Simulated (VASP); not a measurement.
# Re in VASP: a series of runs

Re is run at these levels: PBE; tasks: single point.

Everything below comes from runs of VASP 6.6.1. Logs are shortened: lines on timing, memory, paths and dates and some standing lists are left out, and cuts for length are marked.

### 1 The cell of the first run

The cell holds a sheet with vacuum, 2 atoms: a = 3.111 Å, b = 3.111 Å, c = 16.000 Å, α = 90.00°, β = 90.00°, γ = 120.00°.

### 2 Single point, PBE

The input, INCAR:

```
ALGO = Normal ; DIPOL = 0.5 0.5 0.500
EDIFF = 1E-6 ; ENCUT = 410
GGA = PE ; GGA_COMPAT = F
IDIPOL = 3 ; ISIF = 2
ISMEAR = 0 ; LASPH = T
LCHARG = F ; LDIPOL = T
LREAL = F ; LWAVE = F
NBANDS = 22 ; NELM = 120
NELMDL = -8 ; PREC = Accurate
SIGMA = 0.1
```

The input, KPOINTS:

```
k-points
0
Gamma
  6 6 1
```

The input, POSCAR:

```
Re
1.0
    3.1108640000      0.0000000000      0.0000000000
   -1.5554320000      2.6940870000      0.0000000000
    0.0000000000      0.0000000000     16.0000000000
Re
2
Direct
    0.0000000000      0.0000000000      0.5532227700
    0.0000000000      0.0000000000      0.4467772300
```

Potentials or basis: VASP PAW PBE potentials, release 64 (Re_sv_GW).

The run is started by

```bash
> cat potpaw_PBE.64/Re_sv_GW/POTCAR > POTCAR
> mpirun -np 1 vasp_std > vasp.out
```

OUTCAR:

```text
EDIFF = 1E-6
   ENCUT = 410
   GGA = PE
   ISIF = 2
   ISMEAR = 0
   LASPH = T
   LREAL = F
   NELM = 120
   NELMDL = -8
   PREC = Accurate

 ion  position               nearest neighbor table
   1  0.000  0.000  0.553-   2 1.70
   2  0.000  0.000  0.447-   1 1.70

  LATTYP: Found a hexagonal cell.
 ALAT       =     3.1108640000
 C/A-ratio  =     5.1432656651

  Lattice vectors:

 A1 = (   3.1108640000,   0.0000000000,   0.0000000000)
 A2 = (  -1.5554320000,   2.6940870000,   0.0000000000)
 A3 = (   0.0000000000,   0.0000000000,  16.0000000000)

Analysis of symmetry for initial positions (statically):
=====================================================================
 Subroutine PRICEL returns:
 Original cell was already a primitive cell.

 Routine SETGRP: Setting up the symmetry group for a
 hexagonal supercell.

 Subroutine GETGRP returns: Found 24 space group operations
 (whereof 24 operations were pure point group operations)
 out of a pool of 24 trial point group operations.

The static configuration has the point symmetry D_6h.

Analysis of symmetry for dynamics (positions and initial velocities):
=====================================================================
 Subroutine PRICEL returns:
 Original cell was already a primitive cell.

 Routine SETGRP: Setting up the symmetry group for a
 hexagonal supercell.

 Subroutine GETGRP returns: Found 24 space group operations
 (whereof 24 operations were pure point group operations)
 out of a pool of 24 trial point group operations.

The dynamic configuration has the point symmetry D_6h.

 Subroutine INISYM returns: Found 24 space group operations
 (whereof 24 operations are pure point group operations),
 and found     1 'primitive' translations

----------------------------------------------------------------------------------------

                                     Primitive cell

  volume of cell :     134.0950

  direct lattice vectors                    reciprocal lattice vectors
     3.110864000  0.000000000  0.000000000     0.321454104  0.185591631  0.000000000
    -1.555432000  2.694087000  0.000000000     0.000000000  0.371183262  0.000000000
     0.000000000  0.000000000 16.000000000     0.000000000  0.000000000  0.062500000

  length of vectors
     3.110864000  3.110863782 16.000000000     0.371183236  0.371183262  0.062500000

  position of ions in fractional coordinates (direct lattice)
     0.000000000  0.000000000  0.553222770
     0.000000000  0.000000000  0.446777230

  ion indices of the primitive-cell ions
   primitive index   ion index
                 1           1
                 2           2

----------------------------------------------------------------------------------------

 KPOINTS: k-points

Automatic generation of k-mesh.
 Grid dimensions read from file:
 generate k-points for:    6    6    1

 Generating k-lattice:

  Cartesian coordinates                     Fractional coordinates (reciprocal lattice)
     0.053575684  0.030931938  0.000000000     0.166666667 -0.000000000  0.000000000
     0.000000000  0.061863877  0.000000000     0.000000000  0.166666667  0.000000000
     0.000000000  0.000000000  0.062500000     0.000000000  0.000000000  1.000000000

  Length of vectors
     0.061863873  0.061863877  0.062500000

  Shift w.r.t. Gamma in fractional coordinates (k-lattice)
     0.000000000  0.000000000  0.000000000

 Subroutine IBZKPT returns following result:
 ===========================================

 Found      7 irreducible k-points:

 Following reciprocal coordinates:
            Coordinates               Weight
  0.000000  0.000000  0.000000      1.000000
  0.166667  0.000000  0.000000      6.000000
  0.333333 -0.000000  0.000000      6.000000
  0.500000 -0.000000  0.000000      3.000000
  0.166667  0.166667  0.000000      6.000000
  0.333333  0.166667  0.000000     12.000000
  0.333333  0.333333  0.000000      2.000000
   k-points           NKPTS =      7   k-points in BZ     NKDIM =      7   number of bands    NBANDS=     22
   number of dos      NEDOS =    301   number of ions     NIONS =      2
   total plane-waves  NPLWV =  62208
   dimension x,y,z NGX =    24 NGY =   24 NGZ =  108
   dimension x,y,z NGXF=    48 NGYF=   48 NGZF=  216
   ions per type =               2
   NGX,Y,Z   is equivalent  to a cutoff of  12.83, 12.83, 11.22 a.u.
   NGXF,Y,Z  is equivalent  to a cutoff of  25.65, 25.65, 22.44 a.u.
 SYSTEM =  unknown system
   PREC   = accura    normal or accurate (medium, high low for compatibility)
   ISTART =      0    job   : 0-new  1-cont  2-samecut
   ICHARG =      2    charge: 1-file 2-atom 10-const
   ISPIN  =      1    spin polarized calculation?
   LNONCOLLINEAR =      F non collinear calculations
   LSORBIT =      F    spin-orbit coupling
   LASPH  =      T    aspherical Exc in radial PAW
   ENCUT  =  410.0 eV  30.13 Ry    5.49 a.u.   5.14  5.14 26.42*2*pi/ulx,y,z
   NELM   =    120;   NELMIN=  2; NELMDL= -8     # of ELM steps
   EDIFF  = 0.1E-05   stopping-criterion for ELM
   LREAL  =      F    real-space projection
   EDIFFG = 0.1E-04   stopping-criterion for IOM
   NSW    =      0    number of steps for IOM
   IBRION =     -1    ionic relax: 0-MD 1-quasi-New 2-CG
   NFREE  =      0    steps in history (QN), initial steepest desc. (CG)
   ISIF   =      2    stress and relaxation
   ISYM   =      2    0-nonsym 1-usesym 2-fastsym
   POTIM  = 0.5000    time-step for ionic-motion
   TEBEG  =    0.0;   TEEND  =   0.0 temperature during run
   PSTRESS=    0.0 pullay stress
   NELECT =      30.0000    total number of electrons
   NUPDOWN=      -1.0000    fix difference up-down
   EMIN   =  10.00;   EMAX   =-10.00  energy-range for DOS
   EFERMI =   0.00;   METHOD = LEGACY
   ISMEAR =     0;   SIGMA  =   0.10  broadening in eV -4-tet -1-fermi 0-gaus
   EFERMI_NEDOS =   21; number of points for ismear=-14 and -15
   IALGO  =     38    algorithm
   IMIX   =      4    mixing-type and parameters
     AMIX     =   0.40;   BMIX     =  1.00
     AMIX_MAG =   1.60;   BMIX_MAG =  1.00
  volume/ion in A,a.u.               =      67.05       452.46
  Fermi-wavevector in a.u.,A,eV,Ry     =   0.993828  1.878062 13.438382  0.987693
  Thomas-Fermi vector in A             =   2.125736
   LORBIT       =      0    0 simple, 1 ext, 2 COOP (PROOUT), +10 PAW based schemes
   GGA     = PE    functional components
   LHFCALC =     F    Hartree Fock is set to
   AEXX    =    0.0000 exact exchange contribution
   IVDW    =     0    specifies the selected vdW correction
   LEPSILON=     F    determine dielectric tensor
   LRPA    =     F    only Hartree local field effects (RPA)
 non-spin polarized calculation
 Gauss-broadening in eV      SIGMA  =   0.10
  energy-cutoff  :      410.00
  volume of cell :      134.10
 maximum number of plane-waves:      2544
 NGX is ok and might be reduce to    24
   NGX = 11   NGY = 11   NGZ = 53

 dipolmoment           0.000000      0.000000     -0.000000 electrons x Angstroem

 number of electron      30.0000003 magnetization

 dipolmoment           0.000000      0.000000      0.000000 electrons x Angstroem

 Free energy of the ion-electron system (eV)
  ---------------------------------------------------
  ext. energy  EPLUGINS =         0.00000000
  ---------------------------------------------------
  free energy    TOTEN  =       -15.82020507 eV

  energy without entropy =      -15.79247454  energy(sigma->0) =      -15.80633981

 E-fermi :  -0.3136     XC(G=0):  -4.4299

 val. band max:       -0.3664199367   @ k =   0.3333  -0.0000   0.0000
 cond. band min:      -0.2931852575   @ k =   0.3333   0.1667   0.0000
 fundamental gap:      0.0732346792
 Fermi energy:        -0.3136356617

 k-point     1 :       0.0000    0.0000    0.0000
  band No.  band energies     occupation
      1     -82.4116      2.00000
      2     -79.5273      2.00000
      3     -48.5853      2.00000
      4     -43.3837      2.00000
      5     -43.3837      2.00000
      6     -41.3424      2.00000
      7     -41.3424      2.00000
      8     -38.3098      2.00000
      9      -8.8907      2.00000
     10      -5.2181      2.00000
     11      -5.2181      2.00000
     12      -3.9829      2.00000
     13      -3.9756      2.00000
     14      -3.4217      2.00000
     15      -3.4217      2.00000
     16       0.2488      0.00000
     17       0.2488      0.00000
     18       1.3153      0.00000
     19       2.5305      0.00000
     20       4.0721      0.00000
     21       4.6778      0.00000
     22       5.2979      0.00000

 k-point     2 :       0.1667    0.0000    0.0000
  band No.  band energies     occupation
      1     -82.4081      2.00000
      2     -79.5241      2.00000
      3     -48.5786      2.00000
      4     -43.4560      2.00000
      5     -43.4014      2.00000
      6     -41.3994      2.00000
      7     -41.3565      2.00000
      8     -38.3036      2.00000
      9      -8.1330      2.00000
     10      -5.7074      2.00000
     11      -5.3265      2.00000
     12      -3.8647      2.00000
     13      -3.7003      2.00000
     14      -3.2956      2.00000
     15      -2.7724      2.00000
     16      -0.1376      0.01277
     17       0.7938      0.00000
     18       1.8468      0.00000
     19       3.1675      0.00000
     20       4.7133      0.00000
     21       4.8493      0.00000
     22       5.1426      0.00000

 k-point     3 :       0.3333   -0.0000    0.0000
  band No.  band energies     occupation
      1     -82.4011      2.00000
      2     -79.5178      2.00000
      3     -48.5652      2.00000
      4     -43.5982      2.00000
      5     -43.4367      2.00000
      6     -41.5123      2.00000
      7     -41.3849      2.00000
      8     -38.2918      2.00000
      9      -7.0664      2.00000
     10      -6.2749      2.00000
     11      -5.5227      2.00000
     12      -3.9147      2.00000
     13      -2.7771      2.00000
     14      -2.1228      2.00000
     15      -1.1758      2.00000
     16      -0.3664      1.54462
     17       2.1187      0.00000
     18       3.4749      0.00000
     19       4.7786      0.00000
     20       4.7883      0.00000
     21       4.8577      0.00000
     22       6.4951      0.00000

 k-point     4 :       0.5000   -0.0000    0.0000
  band No.  band energies     occupation
      1     -82.3976      2.00000
      2     -79.5146      2.00000
      3     -48.5585      2.00000
      4     -43.6683      2.00000
      5     -43.4543      2.00000
      6     -41.5679      2.00000
      7     -41.3990      2.00000
      8     -38.2858      2.00000
      9      -7.1146      2.00000
     10      -6.4114      2.00000
     11      -5.6147      2.00000
     12      -3.6369      2.00000
     13      -2.0055      2.00000
     14      -0.4032      1.79491
     15      -0.0884      0.00145
     16       0.1792      0.00000
     17       2.8357      0.00000
     18       3.0317      0.00000
     19       4.3664      0.00000
     20       4.5025      0.00000
     21       6.2563      0.00000
     22       7.4707      0.00000

 k-point     5 :       0.1667    0.1667    0.0000
  band No.  band energies     occupation
      1     -82.4028      2.00000
      2     -79.5194      2.00000
      3     -48.5685      2.00000
      4     -43.5495      2.00000
      5     -43.4415      2.00000
      6     -41.4737      2.00000
      7     -41.3884      2.00000
      8     -38.2948      2.00000
      9      -7.1205      2.00000
     10      -5.8826      2.00000
     11      -5.6451      2.00000
     12      -4.3276      2.00000
     13      -3.4127      2.00000
     14      -2.1792      2.00000
     15      -1.3310      2.00000
     16      -0.6018      1.99995
     17       1.6001      0.00000
     18       3.0815      0.00000
     19       4.3340      0.00000
     20       4.7367      0.00000
     21       4.8641      0.00000
     22       5.9246      0.00000

 k-point     6 :       0.3333    0.1667    0.0000
  band No.  band energies     occupation
      1     -82.3976      2.00000
      2     -79.5147      2.00000
      3     -48.5585      2.00000
      4     -43.6326      2.00000
      5     -43.4910      2.00000
      6     -41.5396      2.00000
      7     -41.4278      2.00000
      8     -38.2859      2.00000
      9      -6.9600      2.00000
     10      -6.1101      2.00000
     11      -5.3809      2.00000
     12      -3.8563      2.00000
     13      -2.7498      2.00000
     14      -1.4374      2.00000
     15      -0.2932      0.77242
     16       1.1056      0.00000
     17       2.6831      0.00000
     18       4.0610      0.00000
     19       4.1826      0.00000
     20       4.7202      0.00000
     21       5.5514      0.00000
     22       6.5461      0.00000

 k-point     7 :       0.3333    0.3333    0.0000
  band No.  band energies     occupation
      1     -82.3958      2.00000
      2     -79.5132      2.00000
      3     -48.5551      2.00000
      4     -43.5842      2.00000
      5     -43.5842      2.00000
      6     -41.5013      2.00000
      7     -41.5013      2.00000
      8     -38.2828      2.00000
      9      -6.6178      2.00000
     10      -6.6178      2.00000
     11      -3.9755      2.00000
     12      -3.7917      2.00000
     13      -3.7917      2.00000
     14      -0.5579      1.99945
     15      -0.5579      1.99945
     16       1.9283      0.00000
     17       3.2964      0.00000
     18       3.2964      0.00000
     19       5.1037      0.00000
     20       5.2816      0.00000
     21       5.2816      0.00000
     22       5.6569      0.00000

------------------------ aborting loop because EDIFF is reached ----------------------------------------

 vacuum level on the upper side and lower side of the slab       (xc-potential included)        -0.189        -0.189

  FORCE on cell =-STRESS in cart. coord.  units (eV):
  Direction    XX          YY          ZZ          XY          YZ          ZX
  --------------------------------------------------------------------------------------
  -------------------------------------------------------------------------------------
  Total       -6.2862676     -6.2862664     82.8859130      0.0000000      0.0000000      0.0000000
  in kB      -75.1087999    -75.1087858    990.3271467      0.0000000      0.0000000      0.0000000
  external PRESSURE =     280.0365203 kB  Pullay stress =       0.0000000 kB

 VOLUME and BASIS-vectors are now :
 -----------------------------------------------------------------------------
  energy-cutoff  :      410.00
  volume of cell :      134.10
      direct lattice vectors                 reciprocal lattice vectors
     3.110864000  0.000000000  0.000000000     0.321454104  0.185591631  0.000000000
    -1.555432000  2.694087000  0.000000000     0.000000000  0.371183262  0.000000000
     0.000000000  0.000000000 16.000000000     0.000000000  0.000000000  0.062500000

 POSITION                                       TOTAL-FORCE (eV/Angst)
 -----------------------------------------------------------------------------------
      0.00000      0.00000      8.85156         0.000000      0.000000     48.807696
      0.00000      0.00000      7.14844        -0.000000     -0.000000    -48.807696
 -----------------------------------------------------------------------------------
    total drift:                               -0.000000      0.000000      0.000000

  FREE ENERGIE OF THE ION-ELECTRON SYSTEM (eV)
  ---------------------------------------------------
  free  energy   TOTEN  =       -15.8202050725 eV

  energy  without entropy=      -15.7924745432  energy(sigma->0) =      -15.80633981

 vacuum level on the upper side and lower side of the slab         3.823         3.823
```

Run time: 17 s. Hardware: 1 thread of Intel Xeon 6975P-C (Granite Rapids), shared host; peak memory 0.23 GiB.

Results:

| Property | Result |
| --- | --- |
| Free energy | -15.8202 eV |
| Largest force | 48.808 eV/Å |
| Band gap on the k mesh | zero (band 15 reaches -0.09 eV, above the bottom of band 16 at -0.60 eV) |

Forces on the atoms (eV/Å):
```
Re    0.000   0.000  48.808
Re    0.000   0.000 -48.808
```

Caveat: the k points lie up to 0.39 Å⁻¹ apart; spin-orbit coupling is left out, which moves the levels of the heavy elements.

[end of part 1 of 2]
